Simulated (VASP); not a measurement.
# In (P6/mmm) in VASP: a series of runs, part 2 of 2

VASP 6.6.1. Earlier steps stand in the parts before.

### 3 Relaxation of cell and atoms, PBEsol

This run uses another cell than the first one, of 26.14 Å³/atom.

File INCAR:

```
SYSTEM = In
PREC = Accurate
ENCUT = 600
EDIFF = 1E-7
ISMEAR = -1
SIGMA = 0.1
LREAL = .FALSE.
LASPH = .TRUE.
NELM = 80
ALGO = Normal
ISIF = 3
LWAVE = .FALSE.
LCHARG = .FALSE.
GGA = PS
IBRION = 2
NSW = 80
EDIFFG = -0.01
```

File KPOINTS:

```
regular mesh
0
G
  7 7 10
  0 0 0
```

File POSCAR:

```
In
1.0
    5.2864609513      0.0000000000      0.0000000000
   -2.6432304757      4.5782094800      0.0000000000
    0.0000000000      0.0000000000      3.2406005632
In
3
Direct
    0.0000000000      0.0000000000      0.0000000000
    0.3333333333      0.6666666667      0.5000000000
    0.6666666667      0.3333333333      0.5000000000
```

Potentials or basis: VASP PAW PBE potentials, release 64 (In_d).

Launch:

```sh
$ cat potpaw_PBE.64/In_d/POTCAR > POTCAR
$ mpirun -np 1 vasp_std > vasp.out
```

OUTCAR:

```text
SYSTEM = In
   PREC = Accurate
   ENCUT = 600
   EDIFF = 1E-7
   ISMEAR = -1
   LREAL = .FALSE.
   LASPH = .TRUE.
   NELM = 80
   ISIF = 3
   GGA = PS
   IBRION = 2
   NSW = 80
   EDIFFG = -0.01

 ion  position               nearest neighbor table
   1  0.000  0.000  0.000-   2 3.46   3 3.46   2 3.46   3 3.46   3 3.46   3 3.46   2 3.46   2 3.46
                             3 3.46   3 3.46   2 3.46   2 3.46
   2  0.333  0.667  0.500-   3 3.05   3 3.05   3 3.05   1 3.46   1 3.46   1 3.46   1 3.46   1 3.46
                             1 3.46
   3  0.667  0.333  0.500-   2 3.05   2 3.05   2 3.05   1 3.46   1 3.46   1 3.46   1 3.46   1 3.46
                             1 3.46

  LATTYP: Found a hexagonal cell.
 ALAT       =     5.2864609513
 C/A-ratio  =     0.6130000000

  Lattice vectors:

 A1 = (   5.2864609513,   0.0000000000,   0.0000000000)
 A2 = (  -2.6432304757,   4.5782094800,   0.0000000000)
 A3 = (   0.0000000000,   0.0000000000,   3.2406005632)

Analysis of symmetry for initial positions (statically):
=====================================================================
 Subroutine PRICEL returns:
 Original cell was already a primitive cell.

[... 179 lines left out ...]
  -------------------------------------------------------------------------------------
  Total       -0.2450896     -0.2450896     -0.0075135      0.0000000     -0.0000000      0.0000000
  in kB       -5.0066729     -5.0066729     -0.1534851      0.0000000     -0.0000000      0.0000000
  external PRESSURE =      -3.3889436 kB  Pullay stress =       0.0000000 kB
[... 172 lines left out ...]
--------------------------------------- Ionic step        6  -------------------------------------------

 number of electron      38.9999992 magnetization

 Free energy of the ion-electron system (eV)
  ---------------------------------------------------
  ext. energy  EPLUGINS =         0.00000000
  ---------------------------------------------------
  free energy    TOTEN  =        -8.93703667 eV

  energy without entropy =       -8.90462673  energy(sigma->0) =       -8.92083170

 E-fermi :   7.4759     XC(G=0): -10.4391

 val. band max:        7.4757961762   @ k =   0.2857   0.1429   0.3000
 cond. band min:       7.5028212428   @ k =   0.2857  -0.0000   0.5000
 fundamental gap:      0.0270250665
 Fermi energy:         7.4758631275

 k-point     1 :       0.0000    0.0000    0.0000
  band No.  band energies     occupation
      1      -7.3785      2.00000
      2      -7.1293      2.00000
      3      -7.1293      2.00000
      4      -7.1270      2.00000
      5      -7.1078      2.00000
      6      -6.9997      2.00000
[... 613 lines left out ...]
     22      10.3662      0.00000
     23      11.0325      0.00000

 [... further k-points ...]

------------------------ aborting loop because EDIFF is reached ----------------------------------------

  FORCE on cell =-STRESS in cart. coord.  units (eV):
  Direction    XX          YY          ZZ          XY          YZ          ZX
  --------------------------------------------------------------------------------------
  -------------------------------------------------------------------------------------
  Total        0.0013204      0.0013204      0.0162205     -0.0000000      0.0000000      0.0000000
  in kB        0.0271776      0.0271776      0.3338526     -0.0000000      0.0000000      0.0000000
  external PRESSURE =       0.1294026 kB  Pullay stress =       0.0000000 kB
[... 18 lines left out ...]
  FREE ENERGIE OF THE ION-ELECTRON SYSTEM (eV)
  ---------------------------------------------------
  free  energy   TOTEN  =        -8.9370366680 eV

  energy  without entropy=       -8.9046267311  energy(sigma->0) =       -8.92083170

 reached required accuracy - stopping structural energy minimisation
```

OSZICAR:

```text
N       E                     dE             d eps       ncg     rms          rms(c)
DAV:   1     0.349542904291E+03    0.34954E+03   -0.20822E+04  2208   0.252E+03
DAV:   2     0.191811328817E+02   -0.33036E+03   -0.32821E+03  2215   0.499E+02
DAV:   3    -0.827070703188E+01   -0.27452E+02   -0.27224E+02  2670   0.175E+02
DAV:   4    -0.902603990932E+01   -0.75533E+00   -0.75512E+00  2555   0.337E+01
[... 46 lines left out ...]
DAV:   2    -0.893707710465E+01    0.10064E-03   -0.26791E-04  2614   0.296E-01    0.335E-02
DAV:   3    -0.893703887990E+01    0.38225E-04   -0.85944E-05  2773   0.152E-01    0.920E-03
DAV:   4    -0.893703691745E+01    0.19624E-05   -0.18461E-05  2391   0.542E-02    0.451E-03
DAV:   5    -0.893703670002E+01    0.21744E-06   -0.86758E-07  2926   0.124E-02    0.276E-03
DAV:   6    -0.893703666801E+01    0.32007E-07   -0.11898E-07  1236   0.479E-03
   6 F= -.89370367E+01 E0= -.89208317E+01  d E =-.102866E-03
```

Run time: 7.4 min. Hardware: 1 thread of Intel Xeon 8259CL, shared host; peak memory 0.27 GiB.

What came out:

```
Free energy                           : -8.9370 eV
Relaxed volume                        : 25.95 Å³/atom
Relaxed cell                          : a = 5.262 Å, b = 5.262 Å, c = 3.247 Å, α = 90.00°, β = 90.00°, γ = 120.00°
Space group after relaxing (to 0.1 Å) : P6/mmm (No. 191)
Energy gained by relaxing             : 0.4 meV/atom
Ionic steps                           : 6
Pressure after relaxing               : 0.0 GPa
Band gap on the k mesh                : zero (an odd number of electrons rules out a gap without spin polarisation)
```

The path:
```csv
step,energy change (eV),largest force (eV/Å),pressure (GPa),volume (Å³)
1,0.0000,0.0000,-0.34,78.43
2,-0.0010,0.0000,0.02,77.80
3,-0.0010,0.0000,0.07,77.73
4,-0.0010,0.0000,0.06,77.75
5,-0.0011,0.0000,0.02,77.82
6,-0.0011,0.0000,0.01,77.84
```

Final structure:
```yaml
crystal:
  lattice:
    - [5.26180, 0.00000, 0.00000]
    - [-2.63090, 4.55685, 0.00000]
    - [0.00000, 0.00000, 3.24655]
  atoms:
    - { symbol: In, position: [0.00000, 0.00000, 0.00000] }
    - { symbol: In, position: [0.33333, 0.66667, 0.50000] }
    - { symbol: In, position: [0.66667, 0.33333, 0.50000] }
```

Caveat: the PAW data sets were made with another functional, which shifts forces and pressure a little; spin-orbit coupling is left out, which moves the levels of the heavy elements.
